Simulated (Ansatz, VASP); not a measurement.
## HfSiO4: VASP beside Ansatz

INCAR

```
SYSTEM = HfSiO4
PREC     = Accurate       ! precision mode
ENCUT    = 520            ! plane-wave cutoff, eV
EDIFF    = 1E-6           ! SCF threshold, eV
ISMEAR   = 0              ! smearing method
SIGMA    = 0.02           ! smearing width, eV
LREAL    = Auto         
LASPH    = .True.         ! aspherical terms in the spheres
NELM     = 80             ! most SCF steps
ALGO     = Normal         ! electronic algorithm
ISIF     = 2              ! what is computed and relaxed
LWAVE    = .False.        ! write WAVECAR
LCHARG   = .True.         ! write CHGCAR
GGA      = PE             ! functional
LELF     = .True.         ! ELF
LVHAR    = .True.       
NBANDS   = 138            ! bands
```

KPOINTS

```
Automatic mesh
0
Gamma
  2 2 2
  0 0 0
```

The input POSCAR:

```
HfSiO4
1.0
    0.0000000000     -6.6449050372      0.0000000000
    6.6449050372      0.0000000000      0.0000000000
   -3.3224525186      3.3224525186      9.0224219439
Hf Si O
6 6 24
Direct
    0.0000000000      0.0000000000      0.0000000000
    0.6666666667      0.6666666667      0.3333333333
    0.3333333333      0.3333333333      0.6666666667
    0.5833333333      0.0833333333      0.1666666667
    0.2500000000      0.7500000000      0.5000000000
    0.9166666667      0.4166666667      0.8333333333
    0.0833333333      0.5833333333      0.1666666667
    0.7500000000      0.2500000000      0.5000000000
    0.4166666667      0.9166666667      0.8333333333
    0.1666666667      0.1666666667      0.3333333333
    0.8333333333      0.8333333333      0.6666666667
    0.5000000000      0.5000000000      0.0000000000
    0.6238553626      0.4396462982      0.8792925965
    0.2905220293      0.1063129649      0.2126259298
    0.9571886960      0.7729796316      0.5459592631
    0.0229796316      0.7071886960      0.0459592631
    0.6896462982      0.3738553626      0.3792925965
    0.3563129649      0.0405220293      0.7126259298
    0.0229796316      0.3387705672      0.0459592631
    0.6896462982      0.0054372338      0.3792925965
    0.3563129649      0.6721039005      0.7126259298
    0.9221039005      0.1063129649      0.2126259298
    0.5887705672      0.7729796316      0.5459592631
    0.2554372338      0.4396462982      0.8792925965
    0.5603537018      0.3761446374      0.1207074035
    0.2270203684      0.0428113040      0.4540407369
    0.8936870351      0.7094779707      0.7873740702
    0.9594779707      0.6436870351      0.2873740702
    0.6261446374      0.3103537018      0.6207074035
    0.2928113040      0.9770203684      0.9540407369
    0.3278960995      0.6436870351      0.2873740702
    0.9945627662      0.3103537018      0.6207074035
    0.6612294328      0.9770203684      0.9540407369
    0.2270203684      0.4112294328      0.4540407369
    0.8936870351      0.0778960995      0.7873740702
    0.5603537018      0.7445627662      0.1207074035
```

Input for Ansatz:

```yaml
crystal:
  lattice:
    - [0.0, -6.6449050372, 0.0]
    - [6.6449050372, 0.0, 0.0]
    - [-3.3224525186, 3.3224525186, 9.0224219439]
  atoms:
    - { symbol: Hf, position: [0.0, 0.0, 0.0] }
    - { symbol: Hf, position: [0.6666666667, 0.6666666667, 0.3333333333] }
    - { symbol: Hf, position: [0.3333333333, 0.3333333333, 0.6666666667] }
    - { symbol: Hf, position: [0.5833333333, 0.0833333333, 0.1666666667] }
    - { symbol: Hf, position: [0.25, 0.75, 0.5] }
    - { symbol: Hf, position: [0.9166666667, 0.4166666667, 0.8333333333] }
    - { symbol: Si, position: [0.0833333333, 0.5833333333, 0.1666666667] }
    - { symbol: Si, position: [0.75, 0.25, 0.5] }
    - { symbol: Si, position: [0.4166666667, 0.9166666667, 0.8333333333] }
    - { symbol: Si, position: [0.1666666667, 0.1666666667, 0.3333333333] }
    - { symbol: Si, position: [0.8333333333, 0.8333333333, 0.6666666667] }
    - { symbol: Si, position: [0.5, 0.5, 0.0] }
    - { symbol: O, position: [0.6238553626, 0.4396462982, 0.8792925965] }
    - { symbol: O, position: [0.2905220293, 0.1063129649, 0.2126259298] }
    - { symbol: O, position: [0.957188696, 0.7729796316, 0.5459592631] }
    - { symbol: O, position: [0.0229796316, 0.707188696, 0.0459592631] }
    - { symbol: O, position: [0.6896462982, 0.3738553626, 0.3792925965] }
    - { symbol: O, position: [0.3563129649, 0.0405220293, 0.7126259298] }
    - { symbol: O, position: [0.0229796316, 0.3387705672, 0.0459592631] }
    - { symbol: O, position: [0.6896462982, 0.0054372338, 0.3792925965] }
    - { symbol: O, position: [0.3563129649, 0.6721039005, 0.7126259298] }
    - { symbol: O, position: [0.9221039005, 0.1063129649, 0.2126259298] }
    - { symbol: O, position: [0.5887705672, 0.7729796316, 0.5459592631] }
    - { symbol: O, position: [0.2554372338, 0.4396462982, 0.8792925965] }
    - { symbol: O, position: [0.5603537018, 0.3761446374, 0.1207074035] }
    - { symbol: O, position: [0.2270203684, 0.042811304, 0.4540407369] }
    - { symbol: O, position: [0.8936870351, 0.7094779707, 0.7873740702] }
    - { symbol: O, position: [0.9594779707, 0.6436870351, 0.2873740702] }
    - { symbol: O, position: [0.6261446374, 0.3103537018, 0.6207074035] }
    - { symbol: O, position: [0.292811304, 0.9770203684, 0.9540407369] }
    - { symbol: O, position: [0.3278960995, 0.6436870351, 0.2873740702] }
    - { symbol: O, position: [0.9945627662, 0.3103537018, 0.6207074035] }
    - { symbol: O, position: [0.6612294328, 0.9770203684, 0.9540407369] }
    - { symbol: O, position: [0.2270203684, 0.4112294328, 0.4540407369] }
    - { symbol: O, position: [0.8936870351, 0.0778960995, 0.7873740702] }
    - { symbol: O, position: [0.5603537018, 0.7445627662, 0.1207074035] }
basis:
  ecutwfc: 420
  xc_grid: 2
kpoints:
  mp_grid: { grid: [2, 2, 2], shift: [0.0, 0.0, 0.0] }
hamiltonian:
  xc: pbe
scf:
  occupations: { method: gaussian, width: 0.02 }
output:
  forces: true
  stress: true
  eigenvalues: true
  write_density: true
  write_potential: true
  elf: true
  volumetric_format: npy
```

Alike in both runs: task single point; functional PBE; k mesh 2 × 2 × 2; occupations gaussian, width 0.02 eV; no spin polarisation.

|  | VASP | Ansatz |
| --- | --- | --- |
| version | VASP 6.6.1 | Ansatz 0.2.0 |
| potentials or method | VASP PAW PBE potentials, release 64 (Hf_pv, Si, O), cutoff 520 eV | scalar-relativistic, plane waves, PAW |
| valence electrons in the cell | 228 | 324 |

```tsv
	VASP	Ansatz	Ansatz less VASP
gap on the k mesh at the Fermi level (eV)	5.27	5.32	+0.057
least direct gap on the mesh (eV)	5.60	5.66	+0.062
pressure (GPa)	-1.6	0.0	+1.60
traceless stress, the component that is largest in VASP (GPa)	0.20	-0.04	-0.243
rms of the force components (eV/Å)	0.082	0.008	-0.0742
```

Atom by atom the forces differ by 0.087 eV/Å (rms over components). VASP's potentials hold 228 valence electrons a cell and Ansatz's 324, so a difference there can come from the potentials and not from the codes.

The k mesh is coarse, so the values compare programs but aren't converged. Neither program's run includes spin-orbit coupling.
